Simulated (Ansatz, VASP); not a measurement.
CaO in VASP and in Ansatz

```
Ca O
1.0
     0.00000    2.35373    2.35373
     2.35373    0.00000    2.35373
     2.35373    2.35373    0.00000
Ca O
1 1
Direct
  0.00000 0.00000 0.00000
  0.50000 0.50000 0.50000
```

Alike in both runs: functional LDA; k mesh 8 × 8 × 8; occupations gaussian, width 0.02 eV; no spin polarisation.

Ansatz relaxed the structure, and its values are those at the end. VASP's run is a single point on that final structure, the one shown.

|  | VASP | Ansatz |
| --- | --- | --- |
| version | VASP 6.6.1 | Ansatz 0.2.0 |
| potentials or method | VASP PAW LDA potentials, release 64 (Ca_sv, O), cutoff 520 eV | scalar-relativistic, plane waves, PAW |
| valence electrons in the cell | 16 | 16 |

Ansatz gave:

- gap on the k mesh at the Fermi level (eV): 3.45
- least direct gap on the mesh (eV): 3.81
- pressure (GPa): 0.0

Question: What did VASP give for the same quantities?

Answer: gap on the k mesh at the Fermi level (eV): 3.42; least direct gap on the mesh (eV): 3.78; pressure (GPa): 1.0.

Ansatz warns that its potentials were made for another functional, while VASP's fit it. LDA's correlation is that of Perdew and Zunger in VASP and of Perdew and Wang (1992) in Ansatz.
